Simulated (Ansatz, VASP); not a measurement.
## Se in VASP and in Ansatz

INCAR

```
SYSTEM = Se
  PREC = Accurate
  ENCUT = 520
  EDIFF = 1E-6
  ISMEAR = -1
  SIGMA = 0.03
  LREAL = .FALSE.
  LASPH = .TRUE.
  NELM = 80
  ALGO = Normal
  ISIF = 2
  LWAVE = .FALSE.
  LCHARG = .TRUE.
  GGA = PE
  LELF = .TRUE.
  LVHAR = .TRUE.
  NBANDS = 16
```

KPOINTS

```
Automatic mesh
0
G
  6 6 5
  0 0 0
```

Contents of POSCAR:

```
Se
1.0
    4.3225379494      0.0000000000      0.0000000000
   -2.1612689748      3.7434276731      0.0000000000
    0.0000000000      0.0000000000      4.9536000000
Se
3
Direct
    0.2254000000      0.0000000000      0.3333333333
    0.0000000000      0.2254000000      0.6666666667
    0.7746000000      0.7746000000      0.0000000000
```

Input for Ansatz:

```yaml
crystal:
  lattice:
    - [4.3225379494, 0.0, 0.0]
    - [-2.1612689748, 3.7434276731, 0.0]
    - [0.0, 0.0, 4.9536]
  atoms:
    - { symbol: Se, position: [0.2254, 0.0, 0.3333333333] }
    - { symbol: Se, position: [0.0, 0.2254, 0.6666666667] }
    - { symbol: Se, position: [0.7746, 0.7746, 0.0] }
kpoints:
  mp_grid: { grid: [6, 6, 5] }
  band_path:
    path:
      - [0.0, 0.0, 0.0]
      - [0.5, 0.0, 0.0]
      - [0.3333333333, 0.3333333333, 0.0]
      - [0.0, 0.0, 0.0]
      - [0.0, 0.0, 0.5]
      - [0.5, 0.0, 0.5]
      - [0.3333333333, 0.3333333333, 0.5]
      - [0.0, 0.0, 0.5]
      - [0.5, 0.0, 0.5]
    npoints: 5
scf:
  occupations: { method: fermi_dirac, width: 0.03 }
hamiltonian:
  xc: pbe
  pseudopotentials: { kind: all_electron, lapw: { basis_error: 0.001 } }
output:
  forces: true
  stress: true
  eigenvalues: true
```

Change from the starting cell: equal xx and yy strain of -1 %.

Alike in both runs: task single point; functional PBE; k mesh 6 × 6 × 5; occupations fermi-dirac, width 0.03 eV; no spin polarisation.

|  | VASP | Ansatz |
| --- | --- | --- |
| version | VASP 6.6.1 | Ansatz 0.2.0 |
| potentials or method | VASP PAW PBE potentials, release 64 (Se), cutoff 520 eV | all-electron LAPW, scalar-relativistic |

VASP gave:

* gap on the k mesh at the Fermi level (eV): 1.32
* pressure (GPa): 4.0
* traceless stress, the component that is largest in VASP (GPa): 1.43
* rms of the force components (eV/Å): 0.364

Which values does Ansatz return?

gap on the k mesh at the Fermi level (eV): 1.32; pressure (GPa): 3.8; traceless stress, the component that is largest in VASP (GPa): 1.37; rms of the force components (eV/Å): 0.340.

Atom by atom the forces differ by 0.024 eV/Å (rms over components). Ansatz ran all-electron here, and VASP with PAW potentials.
